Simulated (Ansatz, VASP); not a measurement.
# One calculation of Ag2O, two programs

```
Ag O
1.0
     4.73061    0.00000    0.00000
     0.00000    4.73061    0.00000
     0.00000    0.00000    4.73061
Ag O
4 2
Direct
  0.75000 0.75000 0.75000
  0.75000 0.25000 0.25000
  0.25000 0.25000 0.75000
  0.25000 0.75000 0.25000
  0.00000 0.00000 0.00000
  0.50000 0.50000 0.50000
```

Alike in both runs: task single point; functional r2SCAN; dispersion D4; k mesh 6 × 6 × 6; occupations gaussian, width 0.05 eV; no spin polarisation.

|  | VASP | Ansatz |
| --- | --- | --- |
| version | VASP 6.6.1 | Ansatz 0.2.0 |
| potentials or method | VASP PAW PBE potentials, release 64 (Ag, O), cutoff 660 eV | scalar-relativistic, plane waves, PAW |
| valence electrons in the cell | 56 | 88 |

VASP gave:

| Item | Value |
| --- | --- |
| gap on the k mesh at the Fermi level (eV) | 0.26 |
| least direct gap on the mesh (eV) | 0.26 |
| pressure (GPa) | 0.1 |

Question: Which values does Ansatz return?

Answer: gap on the k mesh at the Fermi level (eV): 0.26; least direct gap on the mesh (eV): 0.26; pressure (GPa): 0.2.

VASP's potentials were made for PBE, not for r2SCAN. VASP's potentials hold 56 valence electrons a cell and Ansatz's 88, so a difference there can come from the potentials and not from the codes.
